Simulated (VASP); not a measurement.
# Cr (Im-3m) in VASP: notebook

Runs on Cr. Level: PBEsol. Tasks: single point.

Everything below comes from runs of VASP 6.6.1. Logs are shortened: lines on timing, memory, paths and dates and some standing lists are left out, and cuts for length are marked.

## (1) The cell of the first run

The structure is cubic, space group Im-3m (No. 229). Conventional cell: a = 2.840 Å, b = 2.840 Å, c = 2.840 Å, α = 90.00°, β = 90.00°, γ = 90.00°. Cr (site symmetry m-3m) has 14 Cr at 2.46 to 2.84 Å within 3.2 Å.

## (2) Single point, PBEsol, collinear spin, ferromagnetic start

Contents of INCAR:

```
PREC = Accurate
ENCUT = 520
EDIFF = 1E-7
ISMEAR = 0
SIGMA = 0.1
LREAL = False
LASPH = True
NELM = 150
ALGO = Fast
ISIF = 2
LWAVE = False
LCHARG = False
ISPIN = 2
MAGMOM = 3
LORBIT = 11
LMAXMIX = 4
GGA = PS
NBANDS = 16
```

Contents of KPOINTS:

```
regular mesh
0
Gamma
  8 8 8
```

Contents of POSCAR:

```
Cr
1.0
   -1.4199682872      1.4199682872      1.4199682872
    1.4199682872     -1.4199682872      1.4199682872
    1.4199682872      1.4199682872     -1.4199682872
Cr
1
Direct
    0.0000000000      0.0000000000      0.0000000000
```

Potentials or basis: VASP PAW PBE potentials, release 64 (Cr_pv).

Command:

```bash
cat potpaw_PBE.64/Cr_pv/POTCAR > POTCAR
mpirun -np 1 vasp_std > vasp.out
```

OUTCAR:

```text
PREC = Accurate
   ENCUT = 520
   EDIFF = 1E-7
   ISMEAR = 0
   LREAL = False
   LASPH = True
   NELM = 150
   ISIF = 2
   ISPIN = 2
   LORBIT = 11
   GGA = PS

 ion  position               nearest neighbor table
   1  0.000  0.000  0.000-

  LATTYP: Found a body centered cubic cell.
 ALAT       =     2.8399365744

  Lattice vectors:

 A1 = (  -1.4199682872,   1.4199682872,   1.4199682872)
 A2 = (   1.4199682872,  -1.4199682872,   1.4199682872)
 A3 = (   1.4199682872,   1.4199682872,  -1.4199682872)

Analysis of symmetry for initial positions (statically):
=====================================================================
 Subroutine PRICEL returns:
 Original cell was already a primitive cell.

 Routine SETGRP: Setting up the symmetry group for a
 body centered cubic supercell.

 Subroutine GETGRP returns: Found 48 space group operations
 (whereof 48 operations were pure point group operations)
 out of a pool of 48 trial point group operations.

The static configuration has the point symmetry O_h .

Analysis of symmetry for dynamics (positions and initial velocities):
=====================================================================
 Subroutine PRICEL returns:
 Original cell was already a primitive cell.

 Routine SETGRP: Setting up the symmetry group for a
 body centered cubic supercell.

 Subroutine GETGRP returns: Found 48 space group operations
 (whereof 48 operations were pure point group operations)
 out of a pool of 48 trial point group operations.

The dynamic configuration has the point symmetry O_h .

Analysis of structural, dynamic, and magnetic symmetry:
=====================================================================
 Subroutine PRICEL returns:
 Original cell was already a primitive cell.

 Routine SETGRP: Setting up the symmetry group for a
 body centered cubic supercell.

 Subroutine GETGRP returns: Found 48 space group operations
 (whereof 48 operations were pure point group operations)
 out of a pool of 48 trial point group operations.

The overall configuration has the point symmetry O_h .

 Subroutine INISYM returns: Found 48 space group operations
 (whereof 48 operations are pure point group operations),
 and found     1 'primitive' translations

----------------------------------------------------------------------------------------

                                     Primitive cell

  volume of cell :      11.4524

  direct lattice vectors                    reciprocal lattice vectors
    -1.419968287  1.419968287  1.419968287     0.000000000  0.352120540  0.352120540
     1.419968287 -1.419968287  1.419968287     0.352120540  0.000000000  0.352120540
     1.419968287  1.419968287 -1.419968287     0.352120540  0.352120540  0.000000000
[... 104 lines left out ...]
  Fermi-wavevector in a.u.,A,eV,Ry     =   1.662787  3.142212 37.618209  2.764860
  Thomas-Fermi vector in A             =   2.749617
   LORBIT       =     11    0 simple, 1 ext, 2 COOP (PROOUT), +10 PAW based schemes
   GGA     = PS    functional components
   LHFCALC =     F    Hartree Fock is set to
   AEXX    =    0.0000 exact exchange contribution
   IVDW    =     0    specifies the selected vdW correction
   LEPSILON=     F    determine dielectric tensor
   LRPA    =     F    only Hartree local field effects (RPA)
 spin polarized calculation
 RMM-DIIS sequential band-by-band and
 Gauss-broadening in eV      SIGMA  =   0.10
  energy-cutoff  :      520.00
  volume of cell :       11.45
 maximum number of plane-waves:       321
   NGX =  9   NGY =  9   NGZ =  9

 number of electron      12.0000000 magnetization       0.0000643

 number of electron      12.0000000 magnetization      -0.0000135

 Free energy of the ion-electron system (eV)
  ---------------------------------------------------
  ext. energy  EPLUGINS =         0.00000000
  ---------------------------------------------------
  free energy    TOTEN  =       -10.23190914 eV

  energy without entropy =      -10.23145925  energy(sigma->0) =      -10.23168419

 E-fermi :  10.7578     XC(G=0): -13.8881

 val. band max:       10.6023477480   @ k =   0.3750   0.0000   0.0000
 cond. band min:      10.9157866533   @ k =  -0.2500   0.2500   0.1250
 fundamental gap:      0.3134389053
 Fermi energy:        10.7577755563

 spin component 1

 k-point     1 :       0.0000    0.0000    0.0000
  band No.  band energies     occupation
      1     -31.6600      1.00000
      2     -31.6600      1.00000
      3     -31.6600      1.00000
      4       3.0315      1.00000
      5      10.0004      1.00000
      6      10.0004      1.00000
[... 435 lines left out ...]
      5       8.1489      1.00000
      6      10.5271      0.99945
[... 8 lines left out ...]
     15      43.2354      0.00000
     16      43.3682      0.00000

 [... further k-points ...]

 spin component 2

 k-point     1 :       0.0000    0.0000    0.0000
  band No.  band energies     occupation
      1     -31.6600      1.00000
      2     -31.6600      1.00000
      3     -31.6600      1.00000
      4       3.0314      1.00000
      5      10.0004      1.00000
      6      10.0004      1.00000
[... 435 lines left out ...]
      5       8.1489      1.00000
      6      10.5271      0.99945
[... 8 lines left out ...]
     15      43.2355      0.00000
     16      43.3683      0.00000

 [... further k-points ...]

------------------------ aborting loop because EDIFF is reached ----------------------------------------

  FORCE on cell =-STRESS in cart. coord.  units (eV):
  Direction    XX          YY          ZZ          XY          YZ          ZX
  --------------------------------------------------------------------------------------
  -------------------------------------------------------------------------------------
  Total       -0.5066579     -0.5066579     -0.5066579      0.0000000     -0.0000000      0.0000000
  in kB      -70.8809348    -70.8809348    -70.8809348      0.0000000     -0.0000000      0.0000000
  external PRESSURE =     -70.8809348 kB  Pullay stress =       0.0000000 kB

 VOLUME and BASIS-vectors are now :
 -----------------------------------------------------------------------------
  energy-cutoff  :      520.00
  volume of cell :       11.45
      direct lattice vectors                 reciprocal lattice vectors
    -1.419968287  1.419968287  1.419968287     0.000000000  0.352120540  0.352120540
     1.419968287 -1.419968287  1.419968287     0.352120540  0.000000000  0.352120540
     1.419968287  1.419968287 -1.419968287     0.352120540  0.352120540  0.000000000

 POSITION                                       TOTAL-FORCE (eV/Angst)
 -----------------------------------------------------------------------------------
      0.00000      0.00000      0.00000         0.000000     -0.000000      0.000000
 -----------------------------------------------------------------------------------
    total drift:                                0.000000     -0.000000      0.000000

  FREE ENERGIE OF THE ION-ELECTRON SYSTEM (eV)
  ---------------------------------------------------
  free  energy   TOTEN  =       -10.2319091393 eV

  energy  without entropy=      -10.2314592496  energy(sigma->0) =      -10.23168419

 total charge

# of ion       s       p       d       tot
------------------------------------------
    1        0.435   6.423   4.211  11.069

 magnetization (x)

# of ion       s       p       d       tot
------------------------------------------
    1        0.000   0.000   0.000   0.000
```

stdout:

```text
POSCAR found type information on POSCAR Cr
 POSCAR found :  1 types and       1 ions
 scaLAPACK will be used
 -----------------------------------------------------------------------------
|                                                                             |
|                                                                             |
|     You enforced a specific xc type in the INCAR file but a different       |
|     I HOPE YOU KNOW WHAT YOU ARE DOING!                                     |
|                                                                             |
 -----------------------------------------------------------------------------

 LDA part: xc-table for (Slater+PW92), standard interpolation
 POSCAR, INCAR and KPOINTS ok, starting setup
 FFT: planning ... GRIDC
 FFT: planning ... GRID_SOFT
 FFT: planning ... GRID
 WAVECAR not read
 entering main loop
```

Run time: 11 s. Hardware: 1 thread of AMD EPYC 7R13 (Zen 3), shared host; peak memory 0.1 GiB.

What came out:

```yaml
Free_energy: -10.2319 eV
Pressure: -7.1 GPa
Band_gap_on_the_k_mesh: zero (filled and empty bands overlap)
Net_moment: 0.00 μB per cell
Valence_electrons_inside_the_program's_atomic_spheres: Cr 11.07
```

Levels at points of the mesh, in eV from the Fermi level:
Spin up:
| k point | band 4 | band 5 | band 6 | band 7 | band 8 | band 9 |
| --- | --- | --- | --- | --- | --- | --- |
| (0.00, 0.00, 0.00) | -7.73 | -0.76 | -0.76 | -0.76 | 1.29 | 1.29 |
| (0.50, 0.00, 0.00) | -4.32 | -2.33 | 1.30 | 1.31 | 1.63 | 3.05 |
| (0.50, 0.50, 0.50) | -4.23 | -4.23 | 2.65 | 2.65 | 2.65 | 7.22 |
Spin down:
```tsv
k point	band 3	band 4	band 5	band 6	band 7	band 8	band 9	band 10
(0.00, 0.00, 0.00)	-42.42	-7.73	-0.76	-0.76	-0.76	1.29	1.29	7.22
(0.50, 0.00, 0.00)	-42.42	-4.32	-2.33	1.30	1.31	1.63	3.05	7.22
(0.50, 0.50, 0.50)	-43.07	-4.23	-4.23	2.65	2.65	2.65	7.22	10.83
```

Caveat: the k points lie up to 0.39 Å⁻¹ apart; the starting moments collapsed, and a magnetic state may lie lower; the PAW data sets were made with another functional, which shifts forces and pressure a little.

## (3) Single point, PBEsol

This run uses another cell than the first one, of 11.14 Å³/atom, 0.973 times its volume.

Contents of INCAR:

```
SYSTEM = Cr
ALGO     = Normal         ! electronic algorithm
EDIFF    = 1E-6           ! SCF threshold, eV
ENCUT    = 520            ! plane-wave cutoff, eV
GGA      = PS             ! functional
ISIF     = 2              ! what is computed and relaxed
ISMEAR   = 0              ! smearing method
LASPH    = .True.         ! aspherical terms in the spheres
LCHARG   = .False.        ! write CHGCAR
LREAL    = .False.        ! projectors in reciprocal space
LWAVE    = .False.        ! write WAVECAR
NBANDS   = 12             ! bands
NELM     = 80             ! most SCF steps
PREC     = Accurate       ! precision mode
SIGMA    = 0.1            ! smearing width, eV
```

Contents of KPOINTS:

```
k-points
0
Gamma
  20 20 20
  0 0 0
```

Contents of POSCAR:

```
Cr
1.0
   -1.4070017012      1.4070017012      1.4070017012
    1.4070017012     -1.4070017012      1.4070017012
    1.4070017012      1.4070017012     -1.4070017012
Cr
1
Direct
    0.0000000000      0.0000000000      0.0000000000
```

Potentials or basis: VASP PAW PBE potentials, release 64 (Cr_pv).

Command:

```bash
cat potpaw_PBE.64/Cr_pv/POTCAR > POTCAR
mpirun -np 1 vasp_std > vasp.out
```

It took 21 s on 1 thread of AMD EPYC 7R13 (Zen 3), shared host; peak memory 0.11 GiB.

It converged, with:

* Free energy: -10.2456 eV
* Pressure: -0.5 GPa
* Band gap on the k mesh: zero (band 6 reaches 13.94 eV, above the bottom of band 7 at 10.39 eV)

Levels at points of the mesh, in eV from the Fermi level:
```csv
k point,band 3,band 4,band 5,band 6,band 7,band 8,band 9,band 10
"(0.00, 0.00, 0.00)",-42.55,-8.03,-0.97,-0.97,-0.97,1.15,1.15,7.09
"(0.50, 0.00, 0.00)",-42.56,-4.66,-2.61,1.17,1.18,1.51,3.00,7.09
"(0.50, 0.50, 0.50)",-43.26,-4.59,-4.59,2.58,2.58,2.58,7.09,10.88
```

Caveat: the PAW data sets were made with another functional, which shifts forces and pressure a little; the run has no spin polarisation, though such a crystal can be magnetic. Spin polarisation is off, so any magnetic state and its effect on volume and gap are missing.
